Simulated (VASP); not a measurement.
# Ir (Im-3m) in VASP: single point with PBEsol

Aim: the single point of Ir with PBEsol.

Program: VASP 6.6.1. These are calculated values, not measurements. Logs are shortened: lines on timing, memory, paths and dates and some standing lists are left out, and cuts for length are marked.

### 1 The cell of the first run

The structure is cubic, space group Im-3m (No. 229). Conventional cell: a = 3.076 Å, b = 3.076 Å, c = 3.076 Å, α = 90.00°, β = 90.00°, γ = 90.00°. Ir (site symmetry m-3m) has 14 Ir at 2.66 to 3.08 Å within 3.5 Å.

### 2 Single point, PBEsol

Input file INCAR:

```
PREC     = Accurate       # precision mode
ENCUT    = 500            # plane-wave cutoff, eV
EDIFF    = 1E-6           # SCF threshold, eV
ISMEAR   = 0              # smearing method
SIGMA    = 0.1            # smearing width, eV
LREAL    = False          # projectors in reciprocal space
LASPH    = True           # aspherical terms in the spheres
NELM     = 120            # most SCF steps
ALGO     = Normal         # electronic algorithm
ISIF     = 2              # what is computed and relaxed
LWAVE    = False          # write WAVECAR
LCHARG   = False          # write CHGCAR
GGA      = PS             # functional
NBANDS   = 10             # bands
GGA_COMPAT= False
```

Input file KPOINTS:

```
Automatic mesh
0
Gamma
  6 6 6
```

Input file POSCAR:

```
Ir
1.0
   -1.5380119641      1.5380119641      1.5380119641
    1.5380119641     -1.5380119641      1.5380119641
    1.5380119641      1.5380119641     -1.5380119641
Ir
1
Direct
    0.0000000000      0.0000000000      0.0000000000
```

Potentials or basis: VASP PAW PBE potentials, release 64 (Ir).

Launch:

```bash
$ cat potpaw_PBE.64/Ir/POTCAR > POTCAR
$ mpirun -np 1 vasp_std > vasp.out
```

OUTCAR:

```text
PREC = Accurate
   ENCUT = 500
   EDIFF = 1E-6
   ISMEAR = 0
   LREAL = False
   LASPH = True
   NELM = 120
   ISIF = 2
   GGA = PS

 ion  position               nearest neighbor table
   1  0.000  0.000  0.000-

  LATTYP: Found a body centered cubic cell.
 ALAT       =     3.0760239282

  Lattice vectors:

 A1 = (  -1.5380119641,   1.5380119641,   1.5380119641)
 A2 = (   1.5380119641,  -1.5380119641,   1.5380119641)
 A3 = (   1.5380119641,   1.5380119641,  -1.5380119641)

Analysis of symmetry for initial positions (statically):
=====================================================================
 Subroutine PRICEL returns:
 Original cell was already a primitive cell.

 Routine SETGRP: Setting up the symmetry group for a
 body centered cubic supercell.

 Subroutine GETGRP returns: Found 48 space group operations
 (whereof 48 operations were pure point group operations)
 out of a pool of 48 trial point group operations.

The static configuration has the point symmetry O_h .

Analysis of symmetry for dynamics (positions and initial velocities):
=====================================================================
 Subroutine PRICEL returns:
 Original cell was already a primitive cell.

 Routine SETGRP: Setting up the symmetry group for a
 body centered cubic supercell.

 Subroutine GETGRP returns: Found 48 space group operations
 (whereof 48 operations were pure point group operations)
 out of a pool of 48 trial point group operations.

The dynamic configuration has the point symmetry O_h .

 Subroutine INISYM returns: Found 48 space group operations
 (whereof 48 operations are pure point group operations),
 and found     1 'primitive' translations

----------------------------------------------------------------------------------------

                                     Primitive cell

  volume of cell :      14.5526

  direct lattice vectors                    reciprocal lattice vectors
    -1.538011964  1.538011964  1.538011964     0.000000000  0.325095000  0.325095000
     1.538011964 -1.538011964  1.538011964     0.325095000  0.000000000  0.325095000
     1.538011964  1.538011964 -1.538011964     0.325095000  0.325095000  0.000000000

  length of vectors
     2.663914864  2.663914864  2.663914864     0.459753759  0.459753759  0.459753759

  position of ions in fractional coordinates (direct lattice)
     0.000000000  0.000000000  0.000000000

  ion indices of the primitive-cell ions
   primitive index   ion index
                 1           1

----------------------------------------------------------------------------------------

 KPOINTS: Automatic mesh

Automatic generation of k-mesh.
 Grid dimensions read from file:
 generate k-points for:    6    6    6

 Generating k-lattice:

  Cartesian coordinates                     Fractional coordinates (reciprocal lattice)
     0.000000000  0.054182500  0.054182500     0.166666667  0.000000000  0.000000000
     0.054182500  0.000000000  0.054182500     0.000000000  0.166666667  0.000000000
     0.054182500  0.054182500  0.000000000     0.000000000  0.000000000  0.166666667

  Length of vectors
     0.076625626  0.076625626  0.076625626

  Shift w.r.t. Gamma in fractional coordinates (k-lattice)
     0.000000000  0.000000000  0.000000000

 Subroutine IBZKPT returns following result:
 ===========================================

 Found     16 irreducible k-points:

 Following reciprocal coordinates:
            Coordinates               Weight
  0.000000  0.000000  0.000000      1.000000
  0.166667  0.000000  0.000000     12.000000
  0.333333  0.000000  0.000000     12.000000
  0.500000  0.000000  0.000000      6.000000
  0.166667  0.166667  0.000000     24.000000
  0.333333  0.166667 -0.000000     48.000000
[... 8 lines left out ...]
  0.500000  0.500000  0.333333     12.000000
  0.500000  0.500000  0.500000      1.000000
   k-points           NKPTS =     16   k-points in BZ     NKDIM =     16   number of bands    NBANDS=     10
   number of dos      NEDOS =    301   number of ions     NIONS =      1
   total plane-waves  NPLWV =   8000
   dimension x,y,z NGX =    20 NGY =   20 NGZ =   20
   dimension x,y,z NGXF=    40 NGYF=   40 NGZF=   40
   ions per type =               1
   NGX,Y,Z   is equivalent  to a cutoff of  12.48, 12.48, 12.48 a.u.
   NGXF,Y,Z  is equivalent  to a cutoff of  24.96, 24.96, 24.96 a.u.
 SYSTEM =  unknown system
   PREC   = accura    normal or accurate (medium, high low for compatibility)
   ISTART =      0    job   : 0-new  1-cont  2-samecut
   ICHARG =      2    charge: 1-file 2-atom 10-const
   ISPIN  =      1    spin polarized calculation?
   LNONCOLLINEAR =      F non collinear calculations
   LSORBIT =      F    spin-orbit coupling
   LASPH  =      T    aspherical Exc in radial PAW
   ENCUT  =  500.0 eV  36.75 Ry    6.06 a.u.   4.86  4.86  4.86*2*pi/ulx,y,z
   NELM   =    120;   NELMIN=  2; NELMDL= -5     # of ELM steps
   EDIFF  = 0.1E-05   stopping-criterion for ELM
   LREAL  =      F    real-space projection
   EDIFFG = 0.1E-04   stopping-criterion for IOM
   NSW    =      0    number of steps for IOM
   IBRION =     -1    ionic relax: 0-MD 1-quasi-New 2-CG
   NFREE  =      0    steps in history (QN), initial steepest desc. (CG)
   ISIF   =      2    stress and relaxation
   ISYM   =      2    0-nonsym 1-usesym 2-fastsym
   POTIM  = 0.5000    time-step for ionic-motion
   TEBEG  =    0.0;   TEEND  =   0.0 temperature during run
   PSTRESS=    0.0 pullay stress
   NELECT =       9.0000    total number of electrons
   NUPDOWN=      -1.0000    fix difference up-down
   EMIN   =  10.00;   EMAX   =-10.00  energy-range for DOS
   EFERMI =   0.00;   METHOD = LEGACY
   ISMEAR =     0;   SIGMA  =   0.10  broadening in eV -4-tet -1-fermi 0-gaus
   EFERMI_NEDOS =   21; number of points for ismear=-14 and -15
   IALGO  =     38    algorithm
   IMIX   =      4    mixing-type and parameters
     AMIX     =   0.40;   BMIX     =  1.00
     AMIX_MAG =   1.60;   BMIX_MAG =  1.00
  volume/ion in A,a.u.               =      14.55        98.21
  Fermi-wavevector in a.u.,A,eV,Ry     =   1.394791  2.635774 26.469363  1.945443
  Thomas-Fermi vector in A             =   2.518306
   LORBIT       =      0    0 simple, 1 ext, 2 COOP (PROOUT), +10 PAW based schemes
   GGA     = PS    functional components
   LHFCALC =     F    Hartree Fock is set to
   AEXX    =    0.0000 exact exchange contribution
   IVDW    =     0    specifies the selected vdW correction
   LEPSILON=     F    determine dielectric tensor
   LRPA    =     F    only Hartree local field effects (RPA)
 non-spin polarized calculation
 Gauss-broadening in eV      SIGMA  =   0.10
  energy-cutoff  :      500.00
  volume of cell :       14.55
 maximum number of plane-waves:       380
   NGX =  9   NGY =  9   NGZ =  9

 number of electron       9.0000000 magnetization

 Free energy of the ion-electron system (eV)
  ---------------------------------------------------
  ext. energy  EPLUGINS =         0.00000000
  ---------------------------------------------------
  free energy    TOTEN  =        -8.98681008 eV

  energy without entropy =       -8.96753567  energy(sigma->0) =       -8.97717288

 E-fermi :   9.4955     XC(G=0): -13.9246

 val. band max:        9.4924465198   @ k =  -0.3333   0.3333   0.3333
 cond. band min:       9.5119913113   @ k =   0.1667   0.1667   0.0000
 fundamental gap:      0.0195447915
 Fermi energy:         9.4955233484

 k-point     1 :       0.0000    0.0000    0.0000
  band No.  band energies     occupation
      1      -1.1166      2.00000
      2       5.9256      2.00000
      3       5.9256      2.00000
      4       5.9256      2.00000
      5       8.9722      2.00000
      6       8.9722      2.00000
      7      26.4609      0.00000
      8      26.4609      0.00000
      9      26.4609      0.00000
     10      37.3511      0.00000

 k-point     2 :       0.1667    0.0000    0.0000
  band No.  band energies     occupation
      1       0.0713      2.00000
      2       5.4044      2.00000
      3       5.8339      2.00000
      4       7.0203      2.00000
      5       8.4701      2.00000
      6       9.0260      2.00000
      7      26.6951      0.00000
      8      27.1552      0.00000
      9      28.3571      0.00000
     10      33.0028      0.00000

 k-point     3 :       0.3333    0.0000    0.0000
  band No.  band energies     occupation
      1       1.9348      2.00000
      2       4.4973      2.00000
      3       6.5479      2.00000
      4       8.6831      2.00000
      5       9.2693      1.99862
      6       9.7939      0.00002
      7      21.9540      0.00000
      8      24.1524      0.00000
      9      29.8826      0.00000
     10      32.8825      0.00000

 k-point     4 :       0.5000    0.0000    0.0000
  band No.  band energies     occupation
      1       2.0171      2.00000
      2       4.0950      2.00000
      3       8.7980      2.00000
      4       9.4046      1.80142
      5       9.4731      1.24881
      6      11.7737      0.00000
      7      17.4613      0.00000
      8      22.5623      0.00000
      9      26.4111      0.00000
     10      34.3727      0.00000

 k-point     5 :       0.1667    0.1667    0.0000
  band No.  band energies     occupation
      1       1.9168      2.00000
      2       5.0587      2.00000
      3       5.1118      2.00000
      4       8.1733      2.00000
      5       9.2740      1.99826
      6       9.5120      0.81585
      7      24.3746      0.00000
      8      25.8923      0.00000
      9      28.8854      0.00000
     10      29.5709      0.00000

 k-point     6 :       0.3333    0.1667   -0.0000
  band No.  band energies     occupation
      1       2.8265      2.00000
      2       4.4102      2.00000
      3       6.4681      2.00000
      4       8.6727      2.00000
      5       9.6869      0.00679
      6      13.1175      0.00000
      7      18.4847      0.00000
      8      23.0104      0.00000
      9      25.8654      0.00000
     10      32.6646      0.00000
[... 79 lines left out ...]
 k-point    13 :      -0.3333    0.5000    0.1667
  band No.  band energies     occupation
      1       4.0599      2.00000
      2       4.1297      2.00000
      3       5.6394      2.00000
      4       8.5236      2.00000
      5      10.0640      0.00000
      6      14.3668      0.00000
      7      18.9785      0.00000
      8      21.5389      0.00000
      9      28.5534      0.00000
     10      29.9511      0.00000

 k-point    14 :      -0.3333    0.3333    0.3333
  band No.  band energies     occupation
      1       3.6834      2.00000
      2       3.7291      2.00000
      3       8.0436      2.00000
      4       8.0436      2.00000
      5       9.4924      1.03471
      6      11.7919      0.00000
      7      23.2510      0.00000
      8      23.2510      0.00000
      9      25.2029      0.00000
     10      29.4588      0.00000

 k-point    15 :       0.5000    0.5000    0.3333
  band No.  band energies     occupation
      1       3.0801      2.00000
      2       3.3441      2.00000
      3       8.3610      2.00000
      4       8.7448      2.00000
      5      11.2344      0.00000
      6      16.4957      0.00000
      7      17.0098      0.00000
      8      20.4358      0.00000
      9      27.5858      0.00000
     10      30.1662      0.00000

 k-point    16 :       0.5000    0.5000    0.5000
  band No.  band energies     occupation
      1       2.4788      2.00000
      2       2.4788      2.00000
      3      11.0640      0.00000
      4      11.0640      0.00000
      5      11.0640      0.00000
      6      17.4040      0.00000
      7      17.4040      0.00000
      8      17.4040      0.00000
      9      24.1542      0.00000
     10      30.4213      0.00000

------------------------ aborting loop because EDIFF is reached ----------------------------------------

  FORCE on cell =-STRESS in cart. coord.  units (eV):
  Direction    XX          YY          ZZ          XY          YZ          ZX
  --------------------------------------------------------------------------------------
  -------------------------------------------------------------------------------------
  Total        0.2716465      0.2716465      0.2716465      0.0000000     -0.0000000     -0.0000000
  in kB       29.9071921     29.9071921     29.9071921      0.0000000     -0.0000000     -0.0000000
  external PRESSURE =      29.9071921 kB  Pullay stress =       0.0000000 kB

 VOLUME and BASIS-vectors are now :
 -----------------------------------------------------------------------------
  energy-cutoff  :      500.00
  volume of cell :       14.55
      direct lattice vectors                 reciprocal lattice vectors
    -1.538011964  1.538011964  1.538011964     0.000000000  0.325095000  0.325095000
     1.538011964 -1.538011964  1.538011964     0.325095000  0.000000000  0.325095000
     1.538011964  1.538011964 -1.538011964     0.325095000  0.325095000  0.000000000

 POSITION                                       TOTAL-FORCE (eV/Angst)
 -----------------------------------------------------------------------------------
      0.00000      0.00000      0.00000         0.000000      0.000000      0.000000
 -----------------------------------------------------------------------------------
    total drift:                                0.000000      0.000000      0.000000

  FREE ENERGIE OF THE ION-ELECTRON SYSTEM (eV)
  ---------------------------------------------------
  free  energy   TOTEN  =        -8.9868100763 eV

  energy  without entropy=       -8.9675356746  energy(sigma->0) =       -8.97717288
```

Run time: 3.9 s. Hardware: 1 thread of Intel Xeon 6975P-C, shared host; peak memory 0.12 GiB.

What came out:

```yaml
Free_energy: -8.9868 eV
Pressure: 3.0 GPa
```

Levels at points of the mesh, in eV from the Fermi level:
| k point | band 1 | band 2 | band 3 | band 4 | band 5 | band 6 | band 7 | band 8 | band 9 | band 10 |
| --- | --- | --- | --- | --- | --- | --- | --- | --- | --- | --- |
| (0.00, 0.00, 0.00) | -10.61 | -3.57 | -3.57 | -3.57 | -0.52 | -0.52 | 16.97 | 16.97 | 16.97 | 27.86 |
| (0.50, 0.00, 0.00) | -7.48 | -5.40 | -0.70 | -0.09 | -0.02 | 2.28 | 7.97 | 13.07 | 16.92 | 24.88 |
| (0.50, 0.50, 0.50) | -7.02 | -7.02 | 1.57 | 1.57 | 1.57 | 7.91 | 7.91 | 7.91 | 14.66 | 20.93 |

Caveat: the k points lie up to 0.48 Å⁻¹ apart; the PAW data sets were made with another functional, which shifts forces and pressure a little; spin-orbit coupling is left out, which moves the levels of the heavy elements.
